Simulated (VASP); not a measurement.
# KMgF3 (P4/mmm) in VASP: notebook

Runs on KMgF3. Level: PBEsol. Tasks: single point.

Everything below comes from runs of VASP 6.6.1. Logs are shortened: lines on timing, memory, paths and dates and some standing lists are left out, and cuts for length are marked.

**1. The cell of the first run**

Symmetry: P4/mmm, No. 123, tetragonal system. The conventional cell has a = 3.978 Å, b = 3.978 Å, c = 4.051 Å, α = 90.00°, β = 90.00°, γ = 90.00°. Within 3.7 Å of K (site symmetry 4/mmm) lie 12 F at 2.81 to 2.84 Å and 8 Mg at 3.47 Å. Mg (site symmetry 4/mmm) has 6 F at 1.99 to 2.03 Å within 2.6 Å. F (site symmetry mmm) has 2 Mg at 1.99 Å within 2.6 Å. F (site symmetry 4/mmm) has 2 Mg at 2.03 Å within 2.7 Å.

**2. Single point, PBEsol (uniaxial strain along a: +1.5 %, then relaxed in part)**

Input file INCAR:

```
PREC = Accurate
ENCUT = 600
EDIFF = 1E-6
ISMEAR = 0
SIGMA = 0.02
LREAL = False
LASPH = True
NELM = 120
ALGO = Normal
ISIF = 2
LWAVE = False
LCHARG = False
GGA = PS
NBANDS = 24
GGA_COMPAT = False
```

Input file KPOINTS:

```
Automatic mesh
0
Gamma
  6 6 6
```

Input file POSCAR:

```
KMgF3
1.0
    4.0511225850      0.0000000000      0.0000000000
    0.0000000000      3.9783221703      0.0000000000
    0.0000000000      0.0000000000      3.9783221703
K Mg F
1 1 3
Direct
    0.5000000000      0.5000000000      0.5000000000
    0.0000000000      0.0000000000      0.0000000000
    0.0000000000      0.5000000000      0.0000000000
    0.0000000000      0.0000000000      0.5000000000
    0.5000000000      0.0000000000      0.0000000000
```

Potentials or basis: VASP PAW PBE potentials, release 64 (K_sv, Mg, F).

Started as:

```console
$ cat potpaw_PBE.64/K_sv/POTCAR potpaw_PBE.64/Mg/POTCAR potpaw_PBE.64/F/POTCAR > POTCAR
$ mpirun -np 1 vasp_std > vasp.out
```

OUTCAR:

```text
PREC = Accurate
   ENCUT = 600
   EDIFF = 1E-6
   ISMEAR = 0
   LREAL = False
   LASPH = True
   NELM = 120
   ISIF = 2
   GGA = PS

 ion  position               nearest neighbor table
   1  0.500  0.500  0.500-   5 2.81   5 2.81   5 2.81   5 2.81   4 2.84   4 2.84   3 2.84   3 2.84
                             3 2.84   4 2.84   3 2.84   4 2.84   2 3.47   2 3.47   2 3.47   2 3.47
   2  0.000  0.000  0.000-   3 1.99   4 1.99   4 1.99   3 1.99   5 2.03   5 2.03   1 3.47   1 3.47
                             1 3.47   1 3.47   1 3.47   1 3.47   1 3.47   1 3.47
   3  0.000  0.500  0.000-   2 1.99   2 1.99   1 2.84   1 2.84   1 2.84   1 2.84
   4  0.000  0.000  0.500-   2 1.99   2 1.99   1 2.84   1 2.84   1 2.84   1 2.84
   5  0.500  0.000  0.000-   2 2.03   2 2.03   1 2.81   1 2.81   1 2.81   1 2.81

  LATTYP: Found a simple tetragonal cell.
 ALAT       =     3.9783221703
 C/A-ratio  =     1.0182992758

  Lattice vectors:

 A1 = (   0.0000000000,   3.9783221703,   0.0000000000)
 A2 = (   0.0000000000,   0.0000000000,   3.9783221703)
 A3 = (   4.0511225850,   0.0000000000,   0.0000000000)

Analysis of symmetry for initial positions (statically):
=====================================================================
 Subroutine PRICEL returns:
 Original cell was already a primitive cell.

 Routine SETGRP: Setting up the symmetry group for a
 simple tetragonal supercell.

 Subroutine GETGRP returns: Found 16 space group operations
 (whereof 16 operations were pure point group operations)
 out of a pool of 16 trial point group operations.

The static configuration has the point symmetry D_4h.

Analysis of symmetry for dynamics (positions and initial velocities):
=====================================================================
 Subroutine PRICEL returns:
 Original cell was already a primitive cell.

 Routine SETGRP: Setting up the symmetry group for a
 simple tetragonal supercell.

 Subroutine GETGRP returns: Found 16 space group operations
 (whereof 16 operations were pure point group operations)
 out of a pool of 16 trial point group operations.

The dynamic configuration has the point symmetry D_4h.

 Subroutine INISYM returns: Found 16 space group operations
 (whereof 16 operations are pure point group operations),
 and found     1 'primitive' translations

----------------------------------------------------------------------------------------

                                     Primitive cell

  volume of cell :      64.1173

  direct lattice vectors                    reciprocal lattice vectors
     4.051122585  0.000000000  0.000000000     0.246845159  0.000000000  0.000000000
     0.000000000  3.978322170  0.000000000     0.000000000  0.251362247  0.000000000
     0.000000000  0.000000000  3.978322170     0.000000000  0.000000000  0.251362247

  length of vectors
     4.051122585  3.978322170  3.978322170     0.246845159  0.251362247  0.251362247

  position of ions in fractional coordinates (direct lattice)
     0.500000000  0.500000000  0.500000000
     0.000000000  0.000000000  0.000000000
     0.000000000  0.500000000  0.000000000
     0.000000000  0.000000000  0.500000000
     0.500000000  0.000000000  0.000000000

  ion indices of the primitive-cell ions
   primitive index   ion index
                 1           1
                 2           2
                 3           3
                 4           4
                 5           5

----------------------------------------------------------------------------------------

 KPOINTS: Automatic mesh

Automatic generation of k-mesh.
 Grid dimensions read from file:
 generate k-points for:    6    6    6

 Generating k-lattice:

  Cartesian coordinates                     Fractional coordinates (reciprocal lattice)
     0.041140860  0.000000000  0.000000000     0.166666667  0.000000000  0.000000000
     0.000000000  0.041893708  0.000000000     0.000000000  0.166666667  0.000000000
     0.000000000  0.000000000  0.041893708     0.000000000  0.000000000  0.166666667

  Length of vectors
     0.041140860  0.041893708  0.041893708

  Shift w.r.t. Gamma in fractional coordinates (k-lattice)
     0.000000000  0.000000000  0.000000000

 Subroutine IBZKPT returns following result:
 ===========================================

 Found     40 irreducible k-points:

 Following reciprocal coordinates:
            Coordinates               Weight
  0.000000  0.000000  0.000000      1.000000
  0.166667  0.000000  0.000000      2.000000
  0.333333  0.000000  0.000000      2.000000
  0.500000  0.000000  0.000000      1.000000
  0.000000  0.166667  0.000000      4.000000
  0.166667  0.166667  0.000000      8.000000
[... 16 lines left out ...]
  0.333333  0.333333  0.166667     16.000000
  0.500000  0.333333  0.166667      8.000000
 [... further k-points ...]
   k-points           NKPTS =     40   k-points in BZ     NKDIM =     40   number of bands    NBANDS=     24
   number of dos      NEDOS =    301   number of ions     NIONS =      5
   total plane-waves  NPLWV =  32768
   dimension x,y,z NGX =    32 NGY =   32 NGZ =   32
   dimension x,y,z NGXF=    64 NGYF=   64 NGZF=   64
   ions per type =               1   1   3
   NGX,Y,Z   is equivalent  to a cutoff of  13.13, 13.37, 13.37 a.u.
   NGXF,Y,Z  is equivalent  to a cutoff of  26.26, 26.74, 26.74 a.u.
 SYSTEM =  unknown system
   PREC   = accura    normal or accurate (medium, high low for compatibility)
   ISTART =      0    job   : 0-new  1-cont  2-samecut
   ICHARG =      2    charge: 1-file 2-atom 10-const
   ISPIN  =      1    spin polarized calculation?
   LNONCOLLINEAR =      F non collinear calculations
   LSORBIT =      F    spin-orbit coupling
   LASPH  =      T    aspherical Exc in radial PAW
   ENCUT  =  600.0 eV  44.10 Ry    6.64 a.u.   8.09  7.95  7.95*2*pi/ulx,y,z
   NELM   =    120;   NELMIN=  2; NELMDL= -5     # of ELM steps
   EDIFF  = 0.1E-05   stopping-criterion for ELM
   LREAL  =      F    real-space projection
   EDIFFG = 0.1E-04   stopping-criterion for IOM
   NSW    =      0    number of steps for IOM
   IBRION =     -1    ionic relax: 0-MD 1-quasi-New 2-CG
   NFREE  =      0    steps in history (QN), initial steepest desc. (CG)
   ISIF   =      2    stress and relaxation
   ISYM   =      2    0-nonsym 1-usesym 2-fastsym
   POTIM  = 0.5000    time-step for ionic-motion
   TEBEG  =    0.0;   TEEND  =   0.0 temperature during run
   PSTRESS=    0.0 pullay stress
   NELECT =      32.0000    total number of electrons
   NUPDOWN=      -1.0000    fix difference up-down
   EMIN   =  10.00;   EMAX   =-10.00  energy-range for DOS
   EFERMI =   0.00;   METHOD = LEGACY
   ISMEAR =     0;   SIGMA  =   0.02  broadening in eV -4-tet -1-fermi 0-gaus
   EFERMI_NEDOS =   21; number of points for ismear=-14 and -15
   IALGO  =     38    algorithm
   IMIX   =      4    mixing-type and parameters
     AMIX     =   0.40;   BMIX     =  1.00
     AMIX_MAG =   1.60;   BMIX_MAG =  1.00
  volume/ion in A,a.u.               =      12.82        86.54
  Fermi-wavevector in a.u.,A,eV,Ry     =   1.298573  2.453947 22.943396  1.686292
  Thomas-Fermi vector in A             =   2.429893
   LORBIT       =      0    0 simple, 1 ext, 2 COOP (PROOUT), +10 PAW based schemes
   GGA     = PS    functional components
   LHFCALC =     F    Hartree Fock is set to
   AEXX    =    0.0000 exact exchange contribution
   IVDW    =     0    specifies the selected vdW correction
   LEPSILON=     F    determine dielectric tensor
   LRPA    =     F    only Hartree local field effects (RPA)
 non-spin polarized calculation
 Gauss-broadening in eV      SIGMA  =   0.02
  energy-cutoff  :      600.00
  volume of cell :       64.12
 maximum number of plane-waves:      2192
   NGX = 17   NGY = 15   NGZ = 15

 number of electron      32.0000019 magnetization

 Free energy of the ion-electron system (eV)
  ---------------------------------------------------
  ext. energy  EPLUGINS =         0.00000000
  ---------------------------------------------------
  free energy    TOTEN  =       -25.26514176 eV

  energy without entropy =      -25.26514176  energy(sigma->0) =      -25.26514176

 E-fermi :  -1.5633     XC(G=0):  -9.8800

 val. band max:       -1.7612953201   @ k =   0.5000   0.5000   0.5000
 cond. band min:       5.2620946004   @ k =   0.0000   0.0000   0.0000
 fundamental gap:      7.0233899205
 Fermi energy:        -1.5632880190

 k-point     1 :       0.0000    0.0000    0.0000
  band No.  band energies     occupation
      1     -27.2702      2.00000
      2     -21.7551      2.00000
      3     -21.1202      2.00000
      4     -21.0680      2.00000
      5     -10.8450      2.00000
      6     -10.8269      2.00000
[... 16 lines left out ...]
     23      11.9586      0.00000
     24      14.5878      0.00000

 k-point     2 :       0.1667    0.0000    0.0000
  band No.  band energies     occupation
      1     -27.2639      2.00000
      2     -21.7307      2.00000
      3     -21.1184      2.00000
      4     -21.1003      2.00000
      5     -10.8377      2.00000
      6     -10.8143      2.00000
[... 16 lines left out ...]
     23      11.9385      0.00000
     24      14.4966      0.00000

 k-point     3 :       0.3333    0.0000    0.0000
  band No.  band energies     occupation
      1     -27.2511      2.00000
      2     -21.6738      2.00000
      3     -21.1728      2.00000
      4     -21.1147      2.00000
      5     -10.8231      2.00000
      6     -10.7887      2.00000
[... 16 lines left out ...]
     23      11.8985      0.00000
     24      14.2211      0.00000

 k-point     4 :       0.5000    0.0000    0.0000
  band No.  band energies     occupation
      1     -27.2447      2.00000
      2     -21.6389      2.00000
      3     -21.2154      2.00000
      4     -21.1128      2.00000
      5     -10.8159      2.00000
      6     -10.7758      2.00000
[... 16 lines left out ...]
     23      12.3839      0.00000
     24      13.4132      0.00000

 k-point     5 :       0.0000    0.1667    0.0000
  band No.  band energies     occupation
      1     -27.2630      2.00000
      2     -21.7220      2.00000
      3     -21.1530      2.00000
      4     -21.0725      2.00000
      5     -10.8305      2.00000
      6     -10.8258      2.00000
[... 16 lines left out ...]
     23      11.9576      0.00000
     24      14.5892      0.00000

 k-point     6 :       0.1667    0.1667    0.0000
  band No.  band energies     occupation
      1     -27.2571      2.00000
      2     -21.6961      2.00000
      3     -21.1528      2.00000
      4     -21.1015      2.00000
      5     -10.8514      2.00000
      6     -10.8023      2.00000
[... 16 lines left out ...]
     23      11.9813      0.00000
     24      14.0500      0.00000
[... 379 lines left out ...]
 k-point    21 :       0.0000    0.3333    0.1667
  band No.  band energies     occupation
      1     -27.2428      2.00000
      2     -21.6027      2.00000
      3     -21.2507      2.00000
      4     -21.0958      2.00000
      5     -10.8553      2.00000
      6     -10.7951      2.00000
[... 16 lines left out ...]
     23      12.0904      0.00000
     24      13.7710      0.00000

 k-point    22 :       0.1667    0.3333    0.1667
  band No.  band energies     occupation
      1     -27.2383      2.00000
      2     -21.5742      2.00000
      3     -21.2497      2.00000
      4     -21.1187      2.00000
      5     -10.8696      2.00000
      6     -10.8411      2.00000
[... 16 lines left out ...]
     23      12.2182      0.00000
     24      13.7106      0.00000

 k-point    23 :       0.3333    0.3333    0.1667
  band No.  band energies     occupation
      1     -27.2291      2.00000
      2     -21.5063      2.00000
      3     -21.2461      2.00000
      4     -21.1769      2.00000
      5     -10.9034      2.00000
      6     -10.8762      2.00000
[... 16 lines left out ...]
     23      12.5129      0.00000
     24      13.1663      0.00000

 k-point    24 :       0.5000    0.3333    0.1667
  band No.  band energies     occupation
      1     -27.2246      2.00000
      2     -21.4618      2.00000
      3     -21.2315      2.00000
      4     -21.2295      2.00000
      5     -10.9049      2.00000
      6     -10.9041      2.00000
[... 16 lines left out ...]
     23      12.2441      0.00000
     24      13.2764      0.00000

 [... further k-points ...]

------------------------ aborting loop because EDIFF is reached ----------------------------------------

  FORCE on cell =-STRESS in cart. coord.  units (eV):
  Direction    XX          YY          ZZ          XY          YZ          ZX
  --------------------------------------------------------------------------------------
  -------------------------------------------------------------------------------------
  Total       -0.8604166     -0.1893782     -0.1893782      0.0000000      0.0000000     -0.0000000
  in kB      -21.5002790     -4.7322234     -4.7322234      0.0000000      0.0000000     -0.0000000
  external PRESSURE =     -10.3215752 kB  Pullay stress =       0.0000000 kB

 VOLUME and BASIS-vectors are now :
 -----------------------------------------------------------------------------
  energy-cutoff  :      600.00
  volume of cell :       64.12
      direct lattice vectors                 reciprocal lattice vectors
     4.051122585  0.000000000  0.000000000     0.246845159  0.000000000  0.000000000
     0.000000000  3.978322170  0.000000000     0.000000000  0.251362247  0.000000000
     0.000000000  0.000000000  3.978322170     0.000000000  0.000000000  0.251362247

 POSITION                                       TOTAL-FORCE (eV/Angst)
 -----------------------------------------------------------------------------------
      2.02556      1.98916      1.98916         0.000000      0.000000      0.000000
      0.00000      0.00000      0.00000         0.000000      0.000000      0.000000
      0.00000      1.98916      0.00000         0.000000      0.000000      0.000000
      0.00000      0.00000      1.98916         0.000000      0.000000      0.000000
      2.02556      0.00000      0.00000         0.000000      0.000000      0.000000
 -----------------------------------------------------------------------------------
    total drift:                                0.000000      0.000000     -0.000000

  FREE ENERGIE OF THE ION-ELECTRON SYSTEM (eV)
  ---------------------------------------------------
  free  energy   TOTEN  =       -25.2651417558 eV

  energy  without entropy=      -25.2651417558  energy(sigma->0) =      -25.26514176
```

Wall time 36 s (1 thread of AMD EPYC 9R45 (Zen 5), shared host); peak memory 0.19 GiB.

What came out:

```
Free energy            : -25.2651 eV
Pressure               : -1.0 GPa
Band gap on the k mesh : 7.02 eV (least direct gap 7.36 eV)
```

Caveat: the cell differs from its parent crystal (uniaxial strain along a: +1.5 %, then relaxed in part); the PAW data sets were made with another functional, which shifts forces and pressure a little. A k mesh can miss the band edges.

**3. Single point, PBEsol (uniaxial strain along a: +1.5 %)**

Input file INCAR:

```
PREC = Accurate ; ENCUT = 600
EDIFF = 1E-6 ; ISMEAR = 0
SIGMA = 0.02 ; LREAL = F
LASPH = T ; NELM = 120
ALGO = Normal ; ISIF = 2
LWAVE = F ; LCHARG = T
GGA = PS ; LELF = T
LVHAR = T ; NBANDS = 24
GGA_COMPAT = F
```

KPOINTS is that of step 2.

Edit POSCAR of step 2 so:

```diff
@@ -3,4 +3,4 @@
     4.0511225850      0.0000000000      0.0000000000
-    0.0000000000      3.9783221703      0.0000000000
-    0.0000000000      0.0000000000      3.9783221703
+    0.0000000000      3.9762865766      0.0000000000
+    0.0000000000      0.0000000000      3.9762865766
 K Mg F
```

Potentials or basis: VASP PAW PBE potentials, release 64 (K_sv, Mg, F).

Started as:

```console
$ cat potpaw_PBE.64/K_sv/POTCAR potpaw_PBE.64/Mg/POTCAR potpaw_PBE.64/F/POTCAR > POTCAR
$ mpirun -np 1 vasp_std > vasp.out
```

Run time: 35 s. Hardware: 1 thread of AMD EPYC 9R45 (Zen 5), shared host; peak memory 0.19 GiB.

The run converged. Its results:

- Free energy: -25.2651 eV
- Pressure: -1.0 GPa
- Band gap on the k mesh: 7.03 eV (least direct gap 7.36 eV)

Stress tensor (GPa, compression positive):
```
-2.11  0.00  0.00
 0.00 -0.38  0.00
 0.00  0.00 -0.38
```

Levels at points of the mesh, in eV from the valence-band top:
```
           k point  band 12  band 13  band 14  band 15  band 16  band 17  band 18  band 19  band 20  band 21
(0.00, 0.00, 0.00)    -0.62    -0.62    -0.33    -0.33    -0.33     7.03     9.88     9.96    12.06    12.06
(0.50, 0.00, 0.00)    -0.89    -0.81    -0.81    -0.54    -0.54     9.83    10.14    10.88    12.69    12.69
(0.00, 0.50, 0.00)    -0.91    -0.90    -0.88    -0.54    -0.54     9.90    10.18    11.02    12.59    12.72
(0.50, 0.50, 0.00)    -1.06    -1.00    -0.94    -0.94    -0.04    10.72    11.48    12.27    12.33    12.73
(0.00, 0.50, 0.50)    -1.09    -1.09    -0.85    -0.85    -0.02    10.75    11.58    12.38    12.38    12.62
(0.50, 0.50, 0.50)    -1.16    -1.10    -0.02    -0.02     0.00    10.25    10.25    10.25    13.64    14.03
```

Caveat: the cell differs from its parent crystal (uniaxial strain along a: +1.5 %); the PAW data sets were made with another functional, which shifts forces and pressure a little.
